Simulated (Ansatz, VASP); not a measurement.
**Cd in VASP and in Ansatz**

```xyz
2
Lattice="3.0181 0.0000 0.0000 -1.5090 2.6137 0.0000 0.0000 0.0000 5.6916" Properties=species:S:1:pos:R:3 pbc="T T T"
Cd    1.5090    0.8712    4.2687
Cd    0.0000    1.7425    1.4229
```

Alike in both runs: task single point; functional LDA; k mesh 10 × 10 × 5; occupations fermi-dirac, width 0.05 eV; no spin polarisation.

```csv
,VASP,Ansatz
version,VASP 6.6.1,Ansatz 0.2.0
potentials or method,"VASP PAW LDA potentials, release 64 (Cd_sv_GW)",Ansatz PAW
plane-wave cutoff (eV),630,420
valence electrons in the cell,40,40
```

VASP gave:

| Item | Value |
| --- | --- |
| gap on the k mesh at the Fermi level (eV) | none |
| pressure (GPa) | -6.2 |
| traceless stress, the component that is largest in VASP (GPa) | 0.88 |

**Question.** What did Ansatz give for the same quantities?

**Answer.** gap on the k mesh at the Fermi level (eV): none; pressure (GPa): -6.1; traceless stress, the component that is largest in VASP (GPa): 0.94.

LDA's correlation is that of Perdew and Zunger in VASP and of Perdew and Wang (1992) in Ansatz. A gap of «none» marks a metal or a gap that the smearing closes.
